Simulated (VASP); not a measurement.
# Eu2Cd3Cl2 (R-3m) in VASP: single point with PBE

Aim: the single point of Eu2Cd3Cl2 with PBE.

Program: VASP 6.6.1. These are calculated values, not measurements. Logs are shortened: lines on timing, memory, paths and dates and some standing lists are left out, and cuts for length are marked.

### 1 The cell of the first run

Symmetry: R-3m, No. 166, trigonal system. Conventional cell: a = 6.297 Å, b = 6.297 Å, c = 15.095 Å, α = 90.00°, β = 90.00°, γ = 120.00°. Eu (site symmetry -3m) has 6 Cd at 3.10 Å and 8 Cl at 3.72 to 4.23 Å and 6 Eu at 4.42 Å within 4.5 Å. Eu (site symmetry -3m) has 6 Cd at 3.15 Å and 8 Cl at 3.32 to 4.02 Å within 4.1 Å. Within 3.3 Å of Cd (site symmetry 2/m) lie 2 Cl at 2.50 Å and 4 Eu at 3.10 to 3.15 Å and 4 Cd at 3.15 Å. Cl (site symmetry 3m) has 3 Cd at 2.50 Å and 1 Eu at 3.32 Å within 3.4 Å.

The cell was built from a structure type or drawn by symmetry, and may not be a known phase.

### 2 Single point, PBE, collinear spin, ferromagnetic start

The input, INCAR:

```
PREC = Accurate
ENCUT = 520
EDIFF = 1E-6
ISMEAR = 0
SIGMA = 0.1
LREAL = False
LASPH = True
NELM = 150
ALGO = Normal
ISIF = 2
LWAVE = False
LCHARG = False
ISPIN = 2
MAGMOM = 7 7 0 0 0 0 0
LORBIT = 11
LMAXMIX = 6
GGA = PE
NBANDS = 55
```

The input, KPOINTS:

```
regular mesh
0
Gamma
  3 3 3
```

The input, POSCAR:

```
Eu2Cd3Cl2
1.0
    3.1485052300      1.8177903400      5.0316286400
   -3.1485052300      1.8177903400      5.0316286400
    0.0000000000     -3.6355806900      5.0316286400
Eu Cd Cl
2 3 2
Direct
    0.0000000000      0.0000000000      0.0000000000
    0.5000000000      0.5000000000      0.5000000000
    0.0000000000      0.0000000000      0.5000000000
    0.5000000000      0.0000000000      0.0000000000
    0.0000000000      0.5000000000      0.0000000000
    0.7200654100      0.7200654100      0.7200654100
    0.2799345900      0.2799345900      0.2799345900
```

Potentials or basis: VASP PAW PBE potentials, release 64 (Eu, Cd, Cl).

Command:

```
$ cat potpaw_PBE.64/Eu/POTCAR potpaw_PBE.64/Cd/POTCAR potpaw_PBE.64/Cl/POTCAR > POTCAR
$ mpirun -np 1 vasp_std > vasp.out
```

OUTCAR:

```text
PREC = Accurate
   ENCUT = 520
   EDIFF = 1E-6
   ISMEAR = 0
   LREAL = False
   LASPH = True
   NELM = 150
   ISIF = 2
   ISPIN = 2
   LORBIT = 11
   GGA = PE

 ion  position               nearest neighbor table
   1  0.000  0.000  0.000-   4 3.10   5 3.10   5 3.10   4 3.10   3 3.10   3 3.10
   2  0.500  0.500  0.500-   3 3.15   3 3.15   4 3.15   4 3.15   5 3.15   5 3.15
   3  0.000  0.000  0.500-   6 2.50   7 2.50   1 3.10   1 3.10   2 3.15   2 3.15   4 3.15   5 3.15
                             5 3.15   4 3.15
   4  0.500  0.000  0.000-   6 2.50   7 2.50   1 3.10   1 3.10   5 3.15   5 3.15   2 3.15   3 3.15
                             3 3.15   2 3.15
   5  0.000  0.500  0.000-   6 2.50   7 2.50   1 3.10   1 3.10   4 3.15   4 3.15   3 3.15   3 3.15
                             2 3.15   2 3.15
   6  0.720  0.720  0.720-   3 2.50   4 2.50   5 2.50
   7  0.280  0.280  0.280-   3 2.50   4 2.50   5 2.50

  LATTYP: Found a trigonal (rhomboedric) cell.
 ALAT       =     6.2076351112
 COS(alpha) =     0.4854987053

  Lattice vectors:

 A1 = (   3.1485052300,   1.8177903400,   5.0316286400)
 A2 = (  -3.1485052300,   1.8177903400,   5.0316286400)
 A3 = (   0.0000000000,  -3.6355806900,   5.0316286400)

Analysis of symmetry for initial positions (statically):
=====================================================================
 Subroutine PRICEL returns:
 Original cell was already a primitive cell.

 Routine SETGRP: Setting up the symmetry group for a
 trigonal (rhombohedral) supercell.

 Subroutine GETGRP returns: Found 12 space group operations
 (whereof 12 operations were pure point group operations)
 out of a pool of 12 trial point group operations.

The static configuration has the point symmetry D_3d.

Analysis of symmetry for dynamics (positions and initial velocities):
=====================================================================
 Subroutine PRICEL returns:
 Original cell was already a primitive cell.

 Routine SETGRP: Setting up the symmetry group for a
 trigonal (rhombohedral) supercell.

 Subroutine GETGRP returns: Found 12 space group operations
 (whereof 12 operations were pure point group operations)
 out of a pool of 12 trial point group operations.

The dynamic configuration has the point symmetry D_3d.

Analysis of structural, dynamic, and magnetic symmetry:
=====================================================================
 Subroutine PRICEL returns:
 Original cell was already a primitive cell.

 Routine SETGRP: Setting up the symmetry group for a
 trigonal (rhombohedral) supercell.

 Subroutine GETGRP returns: Found 12 space group operations
 (whereof 12 operations were pure point group operations)
 out of a pool of 12 trial point group operations.

The overall configuration has the point symmetry D_3d.

 Subroutine INISYM returns: Found 12 space group operations
 (whereof 12 operations are pure point group operations),
 and found     1 'primitive' translations

----------------------------------------------------------------------------------------

                                     Primitive cell

  volume of cell :     172.7858

  direct lattice vectors                    reciprocal lattice vectors
     3.148505230  1.817790340  5.031628640     0.158805517  0.091686408  0.066247602
    -3.148505230  1.817790340  5.031628640    -0.158805517  0.091686408  0.066247602
     0.000000000 -3.635580690  5.031628640     0.000000000 -0.183372816  0.066247602

  length of vectors
     6.207635111  6.207635111  6.207635115     0.194972650  0.194972650  0.194972650

  position of ions in fractional coordinates (direct lattice)
     0.000000000  0.000000000  0.000000000
     0.500000000  0.500000000  0.500000000
     0.000000000  0.000000000  0.500000000
     0.500000000  1.000000000  0.000000000
     1.000000000  0.500000000  0.000000000
     0.720065410  0.720065410  0.720065410
     0.279934590  0.279934590  0.279934590

  ion indices of the primitive-cell ions
   primitive index   ion index
                 1           1
                 2           2
                 3           3
                 4           4
                 5           5
                 6           6
                 7           7

----------------------------------------------------------------------------------------

 KPOINTS: regular mesh

Automatic generation of k-mesh.
 Grid dimensions read from file:
 generate k-points for:    3    3    3

 Generating k-lattice:

  Cartesian coordinates                     Fractional coordinates (reciprocal lattice)
     0.052935172  0.030562136  0.022082534     0.333333333 -0.000000000 -0.000000000
    -0.052935172  0.030562136  0.022082534    -0.000000000  0.333333333 -0.000000000
     0.000000000 -0.061124272  0.022082534     0.000000000  0.000000000  0.333333333

  Length of vectors
     0.064990883  0.064990883  0.064990883

  Shift w.r.t. Gamma in fractional coordinates (k-lattice)
     0.000000000  0.000000000  0.000000000

 Subroutine IBZKPT returns following result:
 ===========================================

 Found      6 irreducible k-points:

 Following reciprocal coordinates:
            Coordinates               Weight
  0.000000  0.000000  0.000000      1.000000
  0.333333 -0.000000 -0.000000      6.000000
  0.333333  0.333333 -0.000000      6.000000
 -0.333333  0.333333  0.000000      6.000000
  0.333333  0.333333  0.333333      2.000000
 -0.333333  0.333333  0.333333      6.000000
   k-points           NKPTS =      6   k-points in BZ     NKDIM =      6   number of bands    NBANDS=     55
   number of dos      NEDOS =    301   number of ions     NIONS =      7
   total plane-waves  NPLWV = 110592
   dimension x,y,z NGX =    48 NGY =   48 NGZ =   48
   dimension x,y,z NGXF=    96 NGYF=   96 NGZF=   96
   ions per type =               2   3   2
   NGX,Y,Z   is equivalent  to a cutoff of  12.85, 12.85, 12.85 a.u.
   NGXF,Y,Z  is equivalent  to a cutoff of  25.71, 25.71, 25.71 a.u.
 SYSTEM =  unknown system
   PREC   = accura    normal or accurate (medium, high low for compatibility)
   ISTART =      0    job   : 0-new  1-cont  2-samecut
   ICHARG =      2    charge: 1-file 2-atom 10-const
   ISPIN  =      2    spin polarized calculation?
   LNONCOLLINEAR =      F non collinear calculations
   LSORBIT =      F    spin-orbit coupling
   LASPH  =      T    aspherical Exc in radial PAW
   ENCUT  =  520.0 eV  38.22 Ry    6.18 a.u.  11.54 11.54 11.54*2*pi/ulx,y,z
   NELM   =    150;   NELMIN=  2; NELMDL= -5     # of ELM steps
   EDIFF  = 0.1E-05   stopping-criterion for ELM
   LREAL  =      F    real-space projection
   EDIFFG = 0.1E-04   stopping-criterion for IOM
   NSW    =      0    number of steps for IOM
   IBRION =     -1    ionic relax: 0-MD 1-quasi-New 2-CG
   NFREE  =      0    steps in history (QN), initial steepest desc. (CG)
   ISIF   =      2    stress and relaxation
   ISYM   =      2    0-nonsym 1-usesym 2-fastsym
   POTIM  = 0.5000    time-step for ionic-motion
   TEBEG  =    0.0;   TEEND  =   0.0 temperature during run
   PSTRESS=    0.0 pullay stress
   NELECT =      84.0000    total number of electrons
   NUPDOWN=      -1.0000    fix difference up-down
   EMIN   =  10.00;   EMAX   =-10.00  energy-range for DOS
   EFERMI =   0.00;   METHOD = LEGACY
   ISMEAR =     0;   SIGMA  =   0.10  broadening in eV -4-tet -1-fermi 0-gaus
   EFERMI_NEDOS =   21; number of points for ismear=-14 and -15
   IALGO  =     38    algorithm
   IMIX   =      4    mixing-type and parameters
     AMIX     =   0.40;   BMIX     =  1.00
     AMIX_MAG =   1.60;   BMIX_MAG =  1.00
  volume/ion in A,a.u.               =      24.68       166.57
  Fermi-wavevector in a.u.,A,eV,Ry     =   1.287257  2.432563 22.545268  1.657030
  Thomas-Fermi vector in A             =   2.419282
   LORBIT       =     11    0 simple, 1 ext, 2 COOP (PROOUT), +10 PAW based schemes
   GGA     = PE    functional components
   LHFCALC =     F    Hartree Fock is set to
   AEXX    =    0.0000 exact exchange contribution
   IVDW    =     0    specifies the selected vdW correction
   LEPSILON=     F    determine dielectric tensor
   LRPA    =     F    only Hartree local field effects (RPA)
 spin polarized calculation
 Gauss-broadening in eV      SIGMA  =   0.10
  energy-cutoff  :      520.00
  volume of cell :      172.79
 maximum number of plane-waves:      4660
 NGX is ok and might be reduce to    48
   NGX = 23   NGY = 23   NGZ = 23

 number of electron      84.0000011 magnetization      14.4964047

 Free energy of the ion-electron system (eV)
  ---------------------------------------------------
  ext. energy  EPLUGINS =         0.00000000
  ---------------------------------------------------
  free energy    TOTEN  =       -29.04129937 eV

  energy without entropy =      -29.02973267  energy(sigma->0) =      -29.03551602

 E-fermi :   3.6968     XC(G=0):  -9.9725

 val. band max:        3.5857136028   @ k =  -0.3333   0.3333   0.0000
 cond. band min:       3.7273184139   @ k =  -0.3333   0.3333   0.3333
 fundamental gap:      0.1416048111
 Fermi energy:         3.6968381323

 spin component 1

 k-point     1 :       0.0000    0.0000    0.0000
  band No.  band energies     occupation
      1     -37.9075      1.00000
      2     -37.8248      1.00000
      3     -16.7768      1.00000
      4     -16.7768      1.00000
      5     -16.7297      1.00000
      6     -16.6513      1.00000
[... 46 lines left out ...]
     53       5.5525      0.00000
     54       5.7496      0.00000

 k-point     2 :       0.3333   -0.0000   -0.0000
  band No.  band energies     occupation
      1     -37.9072      1.00000
      2     -37.8247      1.00000
      3     -16.7802      1.00000
      4     -16.7715      1.00000
      5     -16.7285      1.00000
      6     -16.6758      1.00000
[... 220 lines left out ...]
 k-point     6 :      -0.3333    0.3333    0.3333
  band No.  band energies     occupation
      1     -37.9069      1.00000
      2     -37.8247      1.00000
      3     -16.7940      1.00000
      4     -16.7803      1.00000
      5     -16.7564      1.00000
      6     -16.6652      1.00000
[... 46 lines left out ...]
     53       5.4038      0.00000
     54       5.6232      0.00000
 Fermi energy:         3.6968381323

 spin component 2

 k-point     1 :       0.0000    0.0000    0.0000
  band No.  band energies     occupation
      1     -34.7864      1.00000
      2     -34.7121      1.00000
      3     -14.5051      1.00000
      4     -14.5051      1.00000
      5     -14.5005      1.00000
      6     -14.3962      1.00000
[... 46 lines left out ...]
     53       8.1374      0.00000
     54       8.1384      0.00000

 k-point     2 :       0.3333   -0.0000   -0.0000
  band No.  band energies     occupation
      1     -34.7860      1.00000
      2     -34.7120      1.00000
      3     -14.5252      1.00000
      4     -14.4983      1.00000
      5     -14.4940      1.00000
      6     -14.4526      1.00000
[... 220 lines left out ...]
 k-point     6 :      -0.3333    0.3333    0.3333
  band No.  band energies     occupation
      1     -34.7855      1.00000
      2     -34.7120      1.00000
      3     -14.5717      1.00000
      4     -14.5460      1.00000
      5     -14.5097      1.00000
      6     -14.4280      1.00000
[... 46 lines left out ...]
     53       8.1599      0.00000
     54       8.1657      0.00000
 [bands above 54 left out]

------------------------ aborting loop because EDIFF is reached ----------------------------------------

  FORCE on cell =-STRESS in cart. coord.  units (eV):
  Direction    XX          YY          ZZ          XY          YZ          ZX
  --------------------------------------------------------------------------------------
  -------------------------------------------------------------------------------------
  Total       14.1635827     14.1635828     23.3754190      0.0000000     -0.0000000      0.0000000
  in kB      131.3335443    131.3335445    216.7514170      0.0000000     -0.0000001      0.0000000
  external PRESSURE =     159.8061686 kB  Pullay stress =       0.0000000 kB

 VOLUME and BASIS-vectors are now :
 -----------------------------------------------------------------------------
  energy-cutoff  :      520.00
  volume of cell :      172.79
      direct lattice vectors                 reciprocal lattice vectors
     3.148505230  1.817790340  5.031628640     0.158805517  0.091686408  0.066247602
    -3.148505230  1.817790340  5.031628640    -0.158805517  0.091686408  0.066247602
     0.000000000 -3.635580690  5.031628640     0.000000000 -0.183372816  0.066247602

 POSITION                                       TOTAL-FORCE (eV/Angst)
 -----------------------------------------------------------------------------------
      0.00000      0.00000      0.00000        -0.000000     -0.000000      0.000000
      0.00000     -0.00000      7.54744        -0.000000     -0.000000      0.000000
      0.00000     -1.81779      2.51581         0.000000     -0.000000      0.000000
      1.57425      0.90890      2.51581        -0.000000     -0.000000      0.000000
     -1.57425      0.90890      2.51581        -0.000000     -0.000000      0.000000
      0.00000     -0.00000     10.86931        -0.000000      0.000000     -5.979957
      0.00000     -0.00000      4.22558        -0.000000     -0.000000      5.979957
 -----------------------------------------------------------------------------------
    total drift:                                0.000000     -0.000000      0.000000

  FREE ENERGIE OF THE ION-ELECTRON SYSTEM (eV)
  ---------------------------------------------------
  free  energy   TOTEN  =       -29.0412993747 eV

  energy  without entropy=      -29.0297326704  energy(sigma->0) =      -29.03551602

 total charge

# of ion       s       p       d       f       tot
--------------------------------------------------
    1        2.059   5.726   0.380   6.651  14.817
    2        2.065   5.738   0.336   6.652  14.790
    3        0.638   0.327   9.508   0.000  10.473
    4        0.638   0.327   9.508   0.000  10.473
    5        0.638   0.327   9.508   0.000  10.473
    6        1.628   3.520   0.000   0.000   5.148
    7        1.628   3.520   0.000   0.000   5.148
--------------------------------------------------
tot          9.295  19.485  29.240  13.303  71.323

 magnetization (x)

# of ion       s       p       d       f       tot
--------------------------------------------------
    1       -0.001  -0.102   0.128   6.635   6.660
    2       -0.004  -0.103   0.112   6.637   6.642
    3       -0.019   0.040   0.004   0.000   0.025
    4       -0.019   0.040   0.004   0.000   0.025
    5       -0.019   0.040   0.004   0.000   0.025
    6        0.002  -0.029   0.000   0.000  -0.027
    7        0.002  -0.029   0.000   0.000  -0.027
--------------------------------------------------
tot         -0.057  -0.143   0.251  13.273  13.323
```

Run time: 10 min. Hardware: 1 thread of Intel Xeon 8259CL, shared host; peak memory 0.47 GiB.

What came out:

```
Free energy                                           : -29.0413 eV
Pressure                                              : 16.0 GPa
Largest force                                         : 5.980 eV/Å
Net moment                                            : 14.50 μB per cell
Site moments                                          : Eu +6.66, +6.64; Cd +0.03; Cl -0.03 μB
Valence electrons inside the program's atomic spheres : Eu 14.82, 14.79; Cd 10.47; Cl 5.15
```

Forces in eV/Å, atoms in the order of the input:
```
Eu   0.000  0.000  0.000
Eu   0.000  0.000  0.000
Cd   0.000  0.000  0.000
Cd   0.000  0.000  0.000
Cd   0.000  0.000  0.000
Cl   0.000  0.000 -5.980
Cl   0.000  0.000  5.980
```

Stress tensor (GPa, compression positive):
```
13.13  0.00  0.00
 0.00 13.13  0.00
 0.00  0.00 21.68
```

Levels at points of the mesh, in eV from the Fermi level:
Spin up:
```
           k point  band 47  band 48  band 49  band 50  band 51  band 52
(0.00, 0.00, 0.00)    -0.31    -0.31     0.05     0.23     0.23     1.86
```
Spin down:
```csv
k point,band 32,band 33,band 34,band 35,band 36,band 37,band 38,band 39
"(0.00, 0.00, 0.00)",-3.01,-0.90,-0.90,0.15,0.46,0.46,2.59,2.59
```

Caveat: the k points lie up to 0.41 Å⁻¹ apart; spin-orbit coupling is left out, which moves the levels of the heavy elements; semilocal functionals describe open f shells poorly, which spoils levels, moments and volumes; forces of over 1 eV/Å act on the atoms, so gaps and moduli don't describe the material at rest. The state reached can hang on the start; a lower one may exist.
